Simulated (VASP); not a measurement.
# AlO3 (I4/mmm) in VASP: single point with r2SCAN

Aim: the single point of AlO3 with r2SCAN.

Everything below comes from runs of VASP 6.6.1. Logs are shortened: lines on timing, memory, paths and dates and some standing lists are left out, and cuts for length are marked.

## 1. The cell of the first run

It takes space group I4/mmm (No. 139, tetragonal). The conventional cell has a = 2.679 Å, b = 2.679 Å, c = 8.965 Å, α = 90.00°, β = 90.00°, γ = 90.00°. Within 2.5 Å of Al (site symmetry 4/mmm) lie 4 O at 1.89 Å. Within 2.5 Å of O (site symmetry 4/mmm) lie 4 Al at 1.89 Å. O (site symmetry -4m2) has 4 O at 1.89 Å within 2.5 Å.

## 2. Single point, r2SCAN, collinear spin, ferromagnetic start

File POSCAR:

```
AlO3
1.0
   -1.3394887373      1.3394887373      4.4825463492
    1.3394887373     -1.3394887373      4.4825463492
    1.3394887373      1.3394887373     -4.4825463492
Al O
1 3
Direct
    0.0000000000      0.0000000000      0.0000000000
    0.5000000000      0.5000000000      0.0000000000
    0.2500000000      0.7500000000      0.5000000000
    0.7500000000      0.2500000000      0.5000000000
```

File INCAR.step1:

```
PREC = Accurate
ENCUT = 520
ISMEAR = 0
SIGMA = 0.1
LREAL = F
LASPH = T
NELM = 150
ISPIN = 2
MAGMOM = 0 0.89 1.25 1.25
NBANDS = 22
GGA = PE
ALGO = Normal
EDIFF = 1E-4
LWAVE = T
LCHARG = F
```

File INCAR.step2:

```
PREC = Accurate
ENCUT = 520
EDIFF = 1E-6
ISMEAR = 0
SIGMA = 0.1
LREAL = F
LASPH = T
NELM = 150
ALGO = Normal
ISIF = 2
LWAVE = F
LCHARG = F
ISPIN = 2
MAGMOM = 0 0.89 1.25 1.25
LORBIT = 11
METAGGA = R2SCAN
LMIXTAU = T
NBANDS = 22
ISTART = 1
```

File KPOINTS:

```
regular mesh
0
Gamma
  8 8 8
```

Potentials or basis: VASP PAW PBE potentials, release 64 (Al, O).

Run with:

```console
$ cat potpaw_PBE.64/Al/POTCAR potpaw_PBE.64/O/POTCAR > POTCAR
$ cp INCAR.step1 INCAR
$ mpirun -np 1 vasp_std > vasp.out
$ cp INCAR.step2 INCAR
$ mpirun -np 1 vasp_std > vasp.out
```

OUTCAR:

```text
PREC = Accurate
   ENCUT = 520
   EDIFF = 1E-6
   ISMEAR = 0
   LREAL = F
   LASPH = T
   NELM = 150
   ISIF = 2
   ISPIN = 2
   LORBIT = 11
   METAGGA = R2SCAN
   ISTART = 1

 ion  position               nearest neighbor table
   1  0.000  0.000  0.000-   2 1.89   2 1.89   2 1.89   2 1.89   4 2.61   3 2.61   4 2.61   3 2.61
                             4 2.61   4 2.61   3 2.61   3 2.61
   2  0.500  0.500  0.000-   1 1.89   1 1.89   1 1.89   1 1.89
   3  0.250  0.750  0.500-   4 1.89   4 1.89   4 1.89   4 1.89   1 2.61   1 2.61   1 2.61   1 2.61

   4  0.750  0.250  0.500-   3 1.89   3 1.89   3 1.89   3 1.89   1 2.61   1 2.61   1 2.61   1 2.61

  LATTYP: Found a body centered tetragonal cell.
 ALAT       =     2.6789774746
 C/A-ratio  =     3.3464606490

  Lattice vectors:

 A1 = (  -1.3394887373,   1.3394887373,   4.4825463492)
 A2 = (   1.3394887373,  -1.3394887373,   4.4825463492)
 A3 = (   1.3394887373,   1.3394887373,  -4.4825463492)

Analysis of symmetry for initial positions (statically):
=====================================================================
 Subroutine PRICEL returns:
 Original cell was already a primitive cell.

 Routine SETGRP: Setting up the symmetry group for a
 body centered tetragonal supercell.

 Subroutine GETGRP returns: Found 16 space group operations
 (whereof 16 operations were pure point group operations)
 out of a pool of 16 trial point group operations.

The static configuration has the point symmetry D_4h.

Analysis of symmetry for dynamics (positions and initial velocities):
=====================================================================
 Subroutine PRICEL returns:
 Original cell was already a primitive cell.

 Routine SETGRP: Setting up the symmetry group for a
 body centered tetragonal supercell.

 Subroutine GETGRP returns: Found 16 space group operations
 (whereof 16 operations were pure point group operations)
 out of a pool of 16 trial point group operations.

The dynamic configuration has the point symmetry D_4h.

Analysis of structural, dynamic, and magnetic symmetry:
=====================================================================
 Subroutine PRICEL returns:
 Original cell was already a primitive cell.

 Routine SETGRP: Setting up the symmetry group for a
 body centered tetragonal supercell.

 Subroutine GETGRP returns: Found 16 space group operations
 (whereof 16 operations were pure point group operations)
 out of a pool of 16 trial point group operations.

The overall configuration has the point symmetry D_4h.

 Subroutine INISYM returns: Found 16 space group operations
 (whereof 16 operations are pure point group operations),
 and found     1 'primitive' translations

----------------------------------------------------------------------------------------

                                     Primitive cell

  volume of cell :      32.1709

  direct lattice vectors                    reciprocal lattice vectors
    -1.339488737  1.339488737  4.482546349     0.000000000  0.373276748  0.111543743
     1.339488737 -1.339488737  4.482546349     0.373276748  0.000000000  0.111543743
     1.339488737  1.339488737 -4.482546349     0.373276748  0.373276748  0.000000000

  length of vectors
     4.866382838  4.866382838  4.866382838     0.389586367  0.389586367  0.527893040

  position of ions in fractional coordinates (direct lattice)
     0.000000000  0.000000000  0.000000000
     0.500000000  0.500000000  0.000000000
     0.250000000  0.750000000  0.500000000
     0.750000000  0.250000000  0.500000000

  ion indices of the primitive-cell ions
   primitive index   ion index
                 1           1
                 2           2
                 3           3
                 4           4

----------------------------------------------------------------------------------------

 KPOINTS: regular mesh

Automatic generation of k-mesh.
 Grid dimensions read from file:
 generate k-points for:    8    8    8

 Generating k-lattice:

  Cartesian coordinates                     Fractional coordinates (reciprocal lattice)
     0.000000000  0.046659594  0.013942968     0.125000000  0.000000000  0.000000000
     0.046659594  0.000000000  0.013942968     0.000000000  0.125000000  0.000000000
     0.046659594  0.046659594  0.000000000     0.000000000  0.000000000  0.125000000

  Length of vectors
     0.048698296  0.048698296  0.065986630

  Shift w.r.t. Gamma in fractional coordinates (k-lattice)
     0.000000000  0.000000000  0.000000000

 Subroutine IBZKPT returns following result:
 ===========================================

 Found     59 irreducible k-points:

 Following reciprocal coordinates:
            Coordinates               Weight
  0.000000  0.000000  0.000000      1.000000
  0.125000  0.000000  0.000000      8.000000
  0.250000  0.000000  0.000000      8.000000
  0.375000  0.000000 -0.000000      8.000000
  0.500000  0.000000  0.000000      4.000000
  0.125000  0.125000  0.000000      8.000000
[... 16 lines left out ...]
  0.250000  0.125000  0.125000     16.000000
  0.375000  0.125000  0.125000      8.000000
 [... further k-points ...]
   k-points           NKPTS =     59   k-points in BZ     NKDIM =     59   number of bands    NBANDS=     22
   number of dos      NEDOS =    301   number of ions     NIONS =      4
   total plane-waves  NPLWV =  46656
   dimension x,y,z NGX =    36 NGY =   36 NGZ =   36
   dimension x,y,z NGXF=    72 NGYF=   72 NGZF=   72
   ions per type =               1   3
   NGX,Y,Z   is equivalent  to a cutoff of  12.30, 12.30, 12.30 a.u.
   NGXF,Y,Z  is equivalent  to a cutoff of  24.60, 24.60, 24.60 a.u.
 SYSTEM =  unknown system
   PREC   = accura    normal or accurate (medium, high low for compatibility)
   ISTART =      1    job   : 0-new  1-cont  2-samecut
   ICHARG =      0    charge: 1-file 2-atom 10-const
   ISPIN  =      2    spin polarized calculation?
   LNONCOLLINEAR =      F non collinear calculations
   LSORBIT =      F    spin-orbit coupling
   LASPH  =      T    aspherical Exc in radial PAW
   ENCUT  =  520.0 eV  38.22 Ry    6.18 a.u.   9.05  9.05  9.05*2*pi/ulx,y,z
   NELM   =    150;   NELMIN=  2; NELMDL=  0     # of ELM steps
   EDIFF  = 0.1E-05   stopping-criterion for ELM
   LREAL  =      F    real-space projection
   EDIFFG = 0.1E-04   stopping-criterion for IOM
   NSW    =      0    number of steps for IOM
[... 5 lines left out ...]
   TEBEG  =    0.0;   TEEND  =   0.0 temperature during run
   PSTRESS=    0.0 pullay stress
   NELECT =      21.0000    total number of electrons
   NUPDOWN=      -1.0000    fix difference up-down
   EMIN   =  10.00;   EMAX   =-10.00  energy-range for DOS
   EFERMI =   0.00;   METHOD = LEGACY
   ISMEAR =     0;   SIGMA  =   0.10  broadening in eV -4-tet -1-fermi 0-gaus
   EFERMI_NEDOS =   21; number of points for ismear=-14 and -15
   IALGO  =     38    algorithm
   IMIX   =      4    mixing-type and parameters
     AMIX     =   0.40;   BMIX     =  1.00
     AMIX_MAG =   1.60;   BMIX_MAG =  1.00
  volume/ion in A,a.u.               =       8.04        54.27
  Fermi-wavevector in a.u.,A,eV,Ry     =   1.420126  2.683650 27.439667  2.016759
  Thomas-Fermi vector in A             =   2.541074
   LORBIT       =     11    0 simple, 1 ext, 2 COOP (PROOUT), +10 PAW based schemes
   METAGGA = R2SCAN    functional components
   LHFCALC =     F    Hartree Fock is set to
   AEXX    =    0.0000 exact exchange contribution
   IVDW    =     0    specifies the selected vdW correction
   LEPSILON=     F    determine dielectric tensor
   LRPA    =     F    only Hartree local field effects (RPA)
 spin polarized calculation
 Gauss-broadening in eV      SIGMA  =   0.10
  energy-cutoff  :      520.00
  volume of cell :       32.17
 maximum number of plane-waves:       880
   NGX = 17   NGY = 17   NGZ = 17

 number of electron      20.9999996 magnetization      -0.0000000

 number of electron      20.9999996 magnetization       0.0000000

 Free energy of the ion-electron system (eV)
  ---------------------------------------------------
  ext. energy  EPLUGINS =         0.00000000
  ---------------------------------------------------
  free energy    TOTEN  =       -27.58548158 eV

  energy without entropy =      -27.58548045  energy(sigma->0) =      -27.58548101

 E-fermi :   7.5766     XC(G=0): -12.6503

 val. band max:        7.3015468392   @ k =  -0.2500   0.3750   0.2500
 cond. band min:       7.8746006102   @ k =   0.5000   0.1250   0.0000
 fundamental gap:      0.5730537710
 Fermi energy:         7.5765523995

 spin component 1

 k-point     1 :       0.0000    0.0000    0.0000
  band No.  band energies     occupation
      1     -16.4356      1.00000
      2     -14.5504      1.00000
      3      -7.1248      1.00000
      4      -1.5479      1.00000
      5       1.9082      1.00000
      6       1.9082      1.00000
[... 574 lines left out ...]
      6       0.7423      1.00000
[... 14 lines left out ...]
     21      29.3296      0.00000
     22      33.3016      0.00000

 [... further k-points ...]

 spin component 2

 k-point     1 :       0.0000    0.0000    0.0000
  band No.  band energies     occupation
      1     -16.4356      1.00000
      2     -14.5504      1.00000
      3      -7.1248      1.00000
      4      -1.5479      1.00000
      5       1.9082      1.00000
      6       1.9082      1.00000
[... 574 lines left out ...]
      6       0.7423      1.00000
[... 14 lines left out ...]
     21      29.3296      0.00000
     22      33.3016      0.00000

 [... further k-points ...]

------------------------ aborting loop because EDIFF is reached ----------------------------------------

  FORCE on cell =-STRESS in cart. coord.  units (eV):
  Direction    XX          YY          ZZ          XY          YZ          ZX
  --------------------------------------------------------------------------------------
  -------------------------------------------------------------------------------------
  Total       -0.0879011     -0.0879011     -0.0686248      0.0000000      0.0000000      0.0000000
  in kB       -4.3776617     -4.3776617     -3.4176579      0.0000000      0.0000000      0.0000000
  external PRESSURE =      -4.0576604 kB  Pullay stress =       0.0000000 kB

 VOLUME and BASIS-vectors are now :
 -----------------------------------------------------------------------------
  energy-cutoff  :      520.00
  volume of cell :       32.17
      direct lattice vectors                 reciprocal lattice vectors
    -1.339488737  1.339488737  4.482546349     0.000000000  0.373276748  0.111543743
     1.339488737 -1.339488737  4.482546349     0.373276748  0.000000000  0.111543743
     1.339488737  1.339488737 -4.482546349     0.373276748  0.373276748  0.000000000

 POSITION                                       TOTAL-FORCE (eV/Angst)
 -----------------------------------------------------------------------------------
      0.00000      0.00000      0.00000        -0.000000     -0.000000      0.000000
      0.00000      0.00000      4.48255        -0.000000     -0.000000      0.000000
      1.33949      0.00000      2.24127         0.000000      0.000000     -0.000000
      0.00000      1.33949      2.24127         0.000000      0.000000     -0.000000
 -----------------------------------------------------------------------------------
    total drift:                               -0.000000      0.000000     -0.000000

  FREE ENERGIE OF THE ION-ELECTRON SYSTEM (eV)
  ---------------------------------------------------
  free  energy   TOTEN  =       -27.5854815805 eV

  energy  without entropy=      -27.5854804454  energy(sigma->0) =      -27.58548101

 total charge

# of ion       s       p       d       tot
------------------------------------------
    1        0.262   0.322   0.000   0.584
    2        1.551   3.675   0.000   5.226
    3        1.651   3.123   0.000   4.775
    4        1.651   3.123   0.000   4.775
--------------------------------------------------
tot          5.115  10.244   0.000  15.358

 magnetization (x)

# of ion       s       p       d       tot
------------------------------------------
    1        0.000  -0.000   0.000   0.000
    2        0.000   0.000   0.000   0.000
    3       -0.000  -0.000   0.000  -0.000
    4       -0.000  -0.000   0.000  -0.000
--------------------------------------------------
tot         -0.000   0.000   0.000   0.000
```

Run time: 8.2 min. Hardware: 1 thread of Intel Xeon Platinum 8375C at 2.90GHz (Ice Lake), shared host; peak memory 0.28 GiB.

Results:

```
Free energy                                           : -27.5855 eV
Pressure                                              : -0.4 GPa
Net moment                                            : 0.00 μB per cell
Valence electrons inside the program's atomic spheres : Al 0.58; O 5.23, 4.78 (each value once)
```

Stress tensor (GPa, compression positive):
```
-0.44  0.00  0.00
 0.00 -0.44  0.00
 0.00  0.00 -0.34
```

Caveat: the PAW data sets were made with another functional, which shifts forces and pressure a little.
